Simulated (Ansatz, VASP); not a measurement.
# Two plane-wave programs on GaTe3W

```xyz
5
Lattice="4.0753 0.0000 0.0000 0.0000 4.0753 0.0000 0.0000 0.0000 8.4998" Properties=species:S:1:pos:R:3 pbc="T T T"
Ga    2.0377    2.0377    0.0000
Te    0.0000    0.0000    2.0106
Te    0.0000    0.0000    6.4892
Te    2.0377    2.0377    4.2499
W     0.0000    0.0000    0.0000
```

Alike in both runs: task relaxation of cell and atoms; functional PBE; k mesh 4 × 4 × 2; occupations gaussian, width 0.1 eV; no spin polarisation.

|  | VASP | Ansatz |
| --- | --- | --- |
| version | VASP 6.6.1 | Ansatz 0.2.0 |
| potentials or method | VASP PAW PBE potentials, release 64 (Ga_d, Te, W_sv), cutoff 600 eV | scalar-relativistic, plane waves, PAW |
| valence electrons in the cell | 45 | 75 |

Ansatz gave:

| Quantity | Value |
| --- | --- |
| gap on the k mesh at the Fermi level, each at its own relaxed structure (eV) | none |
| relaxed volume (Å³/atom) | 25.85 |
| relaxed length of the cell vector where the two differ most in proportion (Å) | 3.810 |

Q: What did VASP give for the same quantities?

A: gap on the k mesh at the Fermi level, each at its own relaxed structure (eV): none; relaxed volume (Å³/atom): 25.77; relaxed length of the cell vector where the two differ most in proportion (Å): 3.806.

A gap of «none» marks a metal or a gap that the smearing closes. VASP's potentials hold 45 valence electrons a cell and Ansatz's 75, so a difference there can come from the potentials and not from the codes.

The k mesh is coarse, so the values compare programs but aren't converged. Spin-orbit coupling is off throughout.
